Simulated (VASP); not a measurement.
# TaN (NiAs type) (P6_3/mmc) in VASP: relaxation of cell and atoms with PBE

Aim: the relaxation of cell and atoms of TaN (NiAs type) with PBE.

Program: VASP 6.6.1. These are calculated values, not measurements. Logs are shortened: lines on timing, memory, paths and dates and some standing lists are left out, and cuts for length are marked.

## Step 1: The cell of the first run

The structure is hexagonal, space group P6_3/mmc (No. 194). Conventional cell: a = 2.710 Å, b = 2.710 Å, c = 4.201 Å, α = 90.00°, β = 90.00°, γ = 120.00°. Within 2.5 Å of Ta (site symmetry -3m) lie 6 N at 1.88 Å and 2 Ta at 2.10 Å. Within 2.5 Å of N (site symmetry -6m2) lie 6 Ta at 1.88 Å.

## Step 2: Relaxation of cell and atoms, PBE, target pressure 440 GPa, at which the enthalpy is minimised

INCAR reads:

```
SYSTEM = TaN
PREC     = Accurate       ! precision mode
ENCUT    = 600            ! plane-wave cutoff, eV
EDIFF    = 1E-6           ! SCF threshold, eV
ISMEAR   = -1             ! smearing method
SIGMA    = 0.1            ! smearing width, eV
LREAL    = .FALSE.        ! projectors in reciprocal space
LASPH    = .TRUE.         ! aspherical terms in the spheres
NELM     = 100            ! most SCF steps
ALGO     = Normal         ! electronic algorithm
ISIF     = 3              ! what is computed and relaxed
LWAVE    = .FALSE.        ! write WAVECAR
LCHARG   = .FALSE.        ! write CHGCAR
GGA      = PE             ! functional
IBRION   = 2              ! ionic algorithm
NSW      = 60             ! ionic steps
EDIFFG   = -0.005         ! ionic threshold
PSTRESS  = 4400.0
```

KPOINTS reads:

```
Automatic mesh
0
G
  12 12 7
  0 0 0
```

POSCAR reads:

```
TaN
1.0
    2.7103531556      0.0000000000      0.0000000000
   -1.3551765778      2.3472346860      0.0000000000
    0.0000000000      0.0000000000      4.2010473912
Ta N
2 2
Direct
    0.0000000000      0.0000000000      0.0000000000
    0.0000000000      0.0000000000      0.5000000000
    0.3333333333      0.6666666667      0.2500000000
    0.6666666667      0.3333333333      0.7500000000
```

Potentials or basis: VASP PAW PBE potentials, release 64 (Ta_pv, N).

Started as:

```
$ cat potpaw_PBE.64/Ta_pv/POTCAR potpaw_PBE.64/N/POTCAR > POTCAR
$ mpirun -np 1 vasp_std > vasp.out
```

OUTCAR:

```text
SYSTEM = TaN
   PREC = Accurate
   ENCUT = 600
   EDIFF = 1E-6
   ISMEAR = -1
   LREAL = .FALSE.
   LASPH = .TRUE.
   NELM = 100
   ISIF = 3
   GGA = PE
   IBRION = 2
   NSW = 60
   EDIFFG = -0.005
   PSTRESS = 4400.0

 ion  position               nearest neighbor table
   1  0.000  0.000  0.000-   3 1.88   4 1.88   4 1.88   3 1.88   4 1.88   3 1.88   2 2.10   2 2.10
                             2 3.43   2 3.43   2 3.43   2 3.43   2 3.43   2 3.43   2 3.43   2 3.43
   2  0.000  0.000  0.500-   3 1.88   4 1.88   4 1.88   3 1.88   4 1.88   3 1.88   1 2.10   1 2.10
                             1 3.43   1 3.43   1 3.43   1 3.43   1 3.43   1 3.43   1 3.43   1 3.43
   3  0.333  0.667  0.250-   1 1.88   2 1.88   1 1.88   2 1.88   1 1.88   2 1.88
   4  0.667  0.333  0.750-   1 1.88   2 1.88   1 1.88   2 1.88   1 1.88   2 1.88

  LATTYP: Found a hexagonal cell.
 ALAT       =     2.7103531556
 C/A-ratio  =     1.5500000000

  Lattice vectors:

 A1 = (   2.7103531556,   0.0000000000,   0.0000000000)
 A2 = (  -1.3551765778,   2.3472346860,   0.0000000000)
 A3 = (   0.0000000000,   0.0000000000,   4.2010473912)

Analysis of symmetry for initial positions (statically):
=====================================================================
 Subroutine PRICEL returns:
 Original cell was already a primitive cell.

 Routine SETGRP: Setting up the symmetry group for a
 hexagonal supercell.

 Subroutine GETGRP returns: Found 24 space group operations
 (whereof 12 operations were pure point group operations)
 out of a pool of 24 trial point group operations.

The static configuration has the point symmetry D_3d.
 The point group associated with its full space group is D_6h.

Analysis of symmetry for dynamics (positions and initial velocities):
=====================================================================
 Subroutine PRICEL returns:
 Original cell was already a primitive cell.

 Routine SETGRP: Setting up the symmetry group for a
 hexagonal supercell.

 Subroutine GETGRP returns: Found 24 space group operations
 (whereof 12 operations were pure point group operations)
 out of a pool of 24 trial point group operations.

The dynamic configuration has the point symmetry D_3d.
 The point group associated with its full space group is D_6h.

 Subroutine INISYM returns: Found 24 space group operations
 (whereof 12 operations are pure point group operations),
 and found     1 'primitive' translations

----------------------------------------------------------------------------------------

                                     Primitive cell

  volume of cell :      26.7264

  direct lattice vectors                    reciprocal lattice vectors
     2.710353156  0.000000000  0.000000000     0.368955609  0.213016620  0.000000000
    -1.355176578  2.347234686  0.000000000     0.000000000  0.426033241  0.000000000
     0.000000000  0.000000000  4.201047391     0.000000000  0.000000000  0.238035877

  length of vectors
     2.710353156  2.710353156  4.201047391     0.426033241  0.426033241  0.238035877

  position of ions in fractional coordinates (direct lattice)
     0.000000000  0.000000000  0.000000000
     0.000000000  0.000000000  0.500000000
     0.333333333  0.666666667  0.250000000
     0.666666667  0.333333333  0.750000000

  ion indices of the primitive-cell ions
   primitive index   ion index
                 1           1
                 2           2
                 3           3
                 4           4

----------------------------------------------------------------------------------------

 KPOINTS: Automatic mesh

Automatic generation of k-mesh.
 Grid dimensions read from file:
 generate k-points for:   12   12    7

 Generating k-lattice:

  Cartesian coordinates                     Fractional coordinates (reciprocal lattice)
     0.030746301  0.017751385  0.000000000     0.083333333 -0.000000000  0.000000000
     0.000000000  0.035502770  0.000000000     0.000000000  0.083333333  0.000000000
     0.000000000  0.000000000  0.034005125     0.000000000  0.000000000  0.142857143

  Length of vectors
     0.035502770  0.035502770  0.034005125

  Shift w.r.t. Gamma in fractional coordinates (k-lattice)
     0.000000000  0.000000000  0.000000000

 Subroutine IBZKPT returns following result:
 ===========================================

 Found     76 irreducible k-points:

 Following reciprocal coordinates:
            Coordinates               Weight
  0.000000  0.000000  0.000000      1.000000
  0.083333  0.000000  0.000000      6.000000
  0.166667  0.000000  0.000000      6.000000
  0.250000  0.000000  0.000000      6.000000
  0.333333  0.000000  0.000000      6.000000
  0.416667  0.000000  0.000000      6.000000
[... 16 lines left out ...]
  0.250000  0.000000  0.142857     12.000000
  0.333333  0.000000  0.142857     12.000000
 [... further k-points ...]
   k-points           NKPTS =     76   k-points in BZ     NKDIM =     76   number of bands    NBANDS=     20
   number of dos      NEDOS =    301   number of ions     NIONS =      4
   total plane-waves  NPLWV =  20736
   dimension x,y,z NGX =    24 NGY =   24 NGZ =   36
   dimension x,y,z NGXF=    48 NGYF=   48 NGZF=   72
   ions per type =               2   2
   NGX,Y,Z   is equivalent  to a cutoff of  14.72, 14.72, 14.25 a.u.
   NGXF,Y,Z  is equivalent  to a cutoff of  29.44, 29.44, 28.49 a.u.
 SYSTEM =  TaN
   PREC   = accura    normal or accurate (medium, high low for compatibility)
   ISTART =      0    job   : 0-new  1-cont  2-samecut
   ICHARG =      2    charge: 1-file 2-atom 10-const
   ISPIN  =      1    spin polarized calculation?
   LNONCOLLINEAR =      F non collinear calculations
   LSORBIT =      F    spin-orbit coupling
   LASPH  =      T    aspherical Exc in radial PAW
   ENCUT  =  600.0 eV  44.10 Ry    6.64 a.u.   5.41  5.41  8.39*2*pi/ulx,y,z
   NELM   =    100;   NELMIN=  2; NELMDL= -5     # of ELM steps
   EDIFF  = 0.1E-05   stopping-criterion for ELM
   LREAL  =      F    real-space projection
   EDIFFG = -.5E-02   stopping-criterion for IOM
   NSW    =     60    number of steps for IOM
   IBRION =      2    ionic relax: 0-MD 1-quasi-New 2-CG
   NFREE  =      1    steps in history (QN), initial steepest desc. (CG)
   ISIF   =      3    stress and relaxation
   ISYM   =      2    0-nonsym 1-usesym 2-fastsym
   POTIM  = 0.5000    time-step for ionic-motion
   TEBEG  =    0.0;   TEEND  =   0.0 temperature during run
   PSTRESS= 4400.0 pullay stress
   NELECT =      32.0000    total number of electrons
   NUPDOWN=      -1.0000    fix difference up-down
   EMIN   =  10.00;   EMAX   =-10.00  energy-range for DOS
   EFERMI =   0.00;   METHOD = LEGACY
   ISMEAR =    -1;   SIGMA  =   0.10  broadening in eV -4-tet -1-fermi 0-gaus
   EFERMI_NEDOS =   21; number of points for ismear=-14 and -15
   IALGO  =     38    algorithm
   IMIX   =      4    mixing-type and parameters
     AMIX     =   0.40;   BMIX     =  1.00
     AMIX_MAG =   1.60;   BMIX_MAG =  1.00
  volume/ion in A,a.u.               =       6.68        45.09
  Fermi-wavevector in a.u.,A,eV,Ry     =   1.738380  3.285063 41.116352  3.021967
  Thomas-Fermi vector in A             =   2.811424
   LORBIT       =      0    0 simple, 1 ext, 2 COOP (PROOUT), +10 PAW based schemes
   GGA     = PE    functional components
   LHFCALC =     F    Hartree Fock is set to
   AEXX    =    0.0000 exact exchange contribution
   IVDW    =     0    specifies the selected vdW correction
   LEPSILON=     F    determine dielectric tensor
   LRPA    =     F    only Hartree local field effects (RPA)
 conjugate gradient relaxation of ions
 non-spin polarized calculation
  energy-cutoff  :      600.00
  volume of cell :       26.73
 maximum number of plane-waves:       917
 NGX is ok and might be reduce to    24
   NGX = 11   NGY = 11   NGZ = 17

--------------------------------------- Ionic step        1  -------------------------------------------

 number of electron      32.0000004 magnetization

 Free energy of the ion-electron system (eV)
  ---------------------------------------------------
  ext. energy  EPLUGINS =         0.00000000
  ---------------------------------------------------
  free energy    TOTEN  =       -21.95688932 eV

  energy without entropy =      -21.91032284  energy(sigma->0) =      -21.93360608

------------------------ aborting loop because EDIFF is reached ----------------------------------------

  FORCE on cell =-STRESS in cart. coord.  units (eV):
  Direction    XX          YY          ZZ          XY          YZ          ZX
  --------------------------------------------------------------------------------------
  -------------------------------------------------------------------------------------
  Total       71.4971119     71.4971119    120.4509001      0.0000000      0.0000000      0.0000000
  in kB     4286.0684624   4286.0684625   7220.7224920      0.0000000      0.0000000      0.0000000
  external PRESSURE =     864.2864723 kB  Pullay stress =    4400.0000000 kB
[... 27 lines left out ...]
--------------------------------------- Ionic step        2  -------------------------------------------

 number of electron      31.9999971 magnetization

 E-fermi :   8.0968     XC(G=0): -13.7896

 val. band max:        8.0964849306   @ k =   0.3333   0.2500   0.0000
 cond. band min:       8.1028467132   @ k =   0.0833   0.0833   0.0000
 fundamental gap:      0.0063617825
 Fermi energy:         8.0967528448

 k-point     1 :       0.0000    0.0000    0.0000
  band No.  band energies     occupation
      1     -26.6476      2.00000
      2     -26.2786      2.00000
      3     -25.2002      2.00000
      4     -25.2002      2.00000
      5     -25.1837      2.00000
      6     -25.1837      2.00000
[... 618 lines left out ...]
  energy  without entropy=      -36.4592370719  energy(sigma->0) =      -36.48014826

  enthalpy is  TOTEN    =        49.3210596572 eV   P V=       85.8221190987

[... ionic steps 4 to 15 ...]

--------------------------------------- Ionic step       16  -------------------------------------------

 number of electron      32.0000001 magnetization

------------------------ aborting loop because EDIFF is reached ----------------------------------------
[... 75 lines left out ...]
--------------------------------------- Ionic step       18  -------------------------------------------

 number of electron      32.0000001 magnetization

 Free energy of the ion-electron system (eV)
  ---------------------------------------------------
  ext. energy  EPLUGINS =         0.00000000
  ---------------------------------------------------
  free energy    TOTEN  =       -28.85670973 eV

  energy without entropy =      -28.83368048  energy(sigma->0) =      -28.84519510

 E-fermi :  13.6976     XC(G=0): -16.1334

 val. band max:       13.6911297381   @ k =   0.0833   0.0000   0.1429
 cond. band min:      13.7461920226   @ k =   0.3333   0.3333   0.2857
 fundamental gap:      0.0550622845
 Fermi energy:        13.6976247574

 k-point     1 :       0.0000    0.0000    0.0000
  band No.  band energies     occupation
      1     -23.5101      2.00000
      2     -20.5481      2.00000
      3     -18.8214      2.00000
      4     -18.8214      2.00000
      5     -18.5856      2.00000
      6     -18.5856      2.00000
[... 578 lines left out ...]
  energy  without entropy=      -28.8336804807  energy(sigma->0) =      -28.84519510

  enthalpy is  TOTEN    =        45.1179650849 eV   P V=       73.9746748125

 reached required accuracy - stopping structural energy minimisation
```

Run time: 10 min. Hardware: 1 thread of Intel Xeon 8259CL, shared host; peak memory 0.2 GiB.

Results:

```
Free energy                                                : -28.8567 eV
Relaxed volume                                             : 6.73 Å³/atom
Relaxed cell                                               : a = 2.440 Å, b = 2.440 Å, c = 5.224 Å, α = 90.00°, β = 90.00°, γ = 120.00°
Space group after relaxing (to 0.1 Å)                      : P6_3/mmc (No. 194)
Energy change on relaxing (the run minimises the enthalpy) : -1725.0 meV/atom
Ionic steps                                                : 18
Pressure after relaxing                                    : 440.0 GPa
Band gap on the k mesh                                     : zero (bands 16 and 17 overlap by 1.48 eV)
```

The path:
```
step  energy change (eV)  largest force (eV/Å)  pressure (GPa)  volume (Å³)
   1              0.0000                0.0000          526.43        26.73
   2            -18.7322                0.0000           28.31        39.99
   3            -14.5442                0.0000          239.30        31.25
   4            -11.3897                0.0000          304.44        29.92
   5             -1.0348                0.0000          501.24        25.74
   6             -8.7997                0.0000          387.38        27.69
   7             -9.2460                0.0000          379.57        27.86
   8             -0.1668                0.0000          611.14        24.98
   9             -7.3383                0.0000          430.53        27.10
  10             -7.2067                0.0000          433.98        27.05
  11             -7.1626                0.0000          435.13        27.04
  12             -6.8555                0.0000          441.13        26.92
  13             -6.8583                0.0000          441.12        26.92
  14             -6.8646                0.0000          440.98        26.92
  15             -6.9700                0.0000          438.20        26.96
  16             -6.9036                0.0000          439.93        26.94
  17             -6.9050                0.0000          439.89        26.94
  18             -6.8998                0.0000          439.99        26.94
```

Final structure:
```cif
data_structure
_symmetry_space_group_name_H-M 'P 1'
_symmetry_Int_Tables_number 1
_cell_length_a 2.4401
_cell_length_b 2.4401
_cell_length_c 5.2241
_cell_angle_alpha 90.000
_cell_angle_beta 90.000
_cell_angle_gamma 120.000
_cell_volume 26.94
loop_
_atom_site_label
_atom_site_type_symbol
_atom_site_fract_x
_atom_site_fract_y
_atom_site_fract_z
_atom_site_occupancy
Ta1 Ta 0.00000 0.00000 0.00000 1
Ta2 Ta 0.00000 0.00000 0.50000 1
N1 N 0.33333 0.66667 0.25000 1
N2 N 0.66667 0.33333 0.75000 1
```

Levels at points of the mesh, in eV from the Fermi level:
| k point | band 12 | band 13 | band 14 | band 15 | band 16 | band 17 | band 18 | band 19 | band 20 |
| --- | --- | --- | --- | --- | --- | --- | --- | --- | --- |
| (0.00, 0.00, 0.00) | -6.54 | -3.52 | -1.87 | -1.87 | -0.56 | -0.56 | 1.28 | 1.28 | 2.79 |
| (0.50, 0.00, 0.00) | -6.63 | -6.05 | -4.58 | -2.98 | -2.59 | 4.78 | 8.87 | 9.39 | 11.11 |

Caveat: the cell is relaxed towards a set pressure, so the run minimises the enthalpy, not the energy; a cell axis changed by over 15 % at a fixed basis, so the end point is rough; spin-orbit coupling is left out, which moves the levels of the heavy elements.

The gap in the log of VASP goes by the Fermi energy; the results here count the filled bands.